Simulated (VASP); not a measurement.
Ag, 2 atoms in the cell. The structure is hexagonal, space group P6_3/mmc (No. 194). The conventional cell has a = 2.574 Å, b = 2.574 Å, c = 4.232 Å, α = 90.00°, β = 90.00°, γ = 120.00°. Within 3.4 Å of Ag (site symmetry -6m2) lie 12 Ag at 2.57 to 2.59 Å. 

* Program: VASP 6.6.1
* Task: single point
* Functional: PBE
* Potentials or basis: VASP PAW PBE potentials, release 64 (Ag)
* Cutoff: 520 eV
* k mesh: 15 × 15 × 8
* Occupations: fermi-dirac, width 0.05 eV
* Spin: no spin polarisation
* Dipole correction: no
* Further INCAR settings: ALGO = Normal; EDIFF = 1e-06; NBANDS = 18

Potentials or basis: VASP PAW PBE potentials, release 64 (Ag).

Launch:

```sh
$ cat potpaw_PBE.64/Ag/POTCAR > POTCAR
$ mpirun -np 1 vasp_std > vasp.out
```

Hardware: 1 thread of AMD EPYC 9R45 96-Core Processor (Zen 5), with other jobs on the host.

Q: Estimate the wall time of this run.

A: It took 21 s on 1 thread of AMD EPYC 9R45 96-Core Processor (Zen 5) (shared host), peak memory 0.14 GiB. Counts: scf iterations 11, k points 135.
